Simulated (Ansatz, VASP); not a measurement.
**One calculation of AlN, two programs**

INCAR

```
ALGO = Normal
EDIFF = 1E-8
ENCUT = 520
GGA = PS
ISIF = 2
ISMEAR = -1
LASPH = T
LCHARG = F
LEFG = T
LREAL = F
LWAVE = F
NBANDS = 16
NELM = 100
PREC = Accurate
SIGMA = 0.03
```

File KPOINTS:

```
k-points
0
Gamma
  10 10 6
```

POSCAR

```
AlN
1.0
    3.0689564278      0.0000000000      0.0000000000
   -1.5344782139      2.6577942296      0.0000000000
    0.0000000000      0.0000000000      4.9107214824
Al N
2 2
Direct
    0.3333333333      0.6666666667      0.0000000000
    0.6666666667      0.3333333333      0.5000000000
    0.3333333333      0.6666666667      0.3850000000
    0.6666666667      0.3333333333      0.8850000000
```

Input for Ansatz:

```yaml
crystal:
  lattice:
    - [3.0689564278, 0.0, 0.0]
    - [-1.5344782139, 2.6577942296, 0.0]
    - [0.0, 0.0, 4.9107214824]
  atoms:
    - { symbol: Al, position: [0.3333333333, 0.6666666667, 0.0] }
    - { symbol: Al, position: [0.6666666667, 0.3333333333, 0.5] }
    - { symbol: "N", position: [0.3333333333, 0.6666666667, 0.385] }
    - { symbol: "N", position: [0.6666666667, 0.3333333333, 0.885] }
kpoints:
  mp_grid: { grid: [10, 10, 6] }
scf:
  occupations: { method: fermi_dirac, width: 0.03 }
hamiltonian:
  xc: pbesol
  pseudopotentials: { kind: all_electron, datasets: crystal }
output:
  forces: true
  stress: true
  eigenvalues: true
  efg: { contact_densities: true }
```

Change from the starting cell: volume scaled by 0.96, crystal datasets.

Alike in both runs: task electric field gradients; functional PBEsol; k mesh 10 × 10 × 6; occupations fermi-dirac, width 0.03 eV; no spin polarisation.

```csv
,VASP,Ansatz
version,VASP 6.6.1,Ansatz 0.2.0
potentials or method,"VASP PAW PBE potentials, release 64 (Al, N), cutoff 520 eV","all-electron PAW with datasets made for the crystal, scalar-relativistic"
```

Ansatz gave:

- gap on the k mesh at the Fermi level (eV): 4.45
- pressure (GPa): 9.4
- traceless stress, the component that is largest in VASP (GPa): -2.05
- rms of the force components (eV/Å): 0.104
- size of Vzz on the site where it differs most (V/Å²): 8.6

Task: Which values does VASP return?

Result: gap on the k mesh at the Fermi level (eV): 4.45; pressure (GPa): 9.6; traceless stress, the component that is largest in VASP (GPa): -2.10; rms of the force components (eV/Å): 0.104; size of Vzz on the site where it differs most (V/Å²): 9.0.

VASP's potentials were made for PBE, not for PBEsol. Atom by atom the forces differ by 0.000 eV/Å (rms over components). Ansatz ran all-electron here, and VASP with PAW potentials.
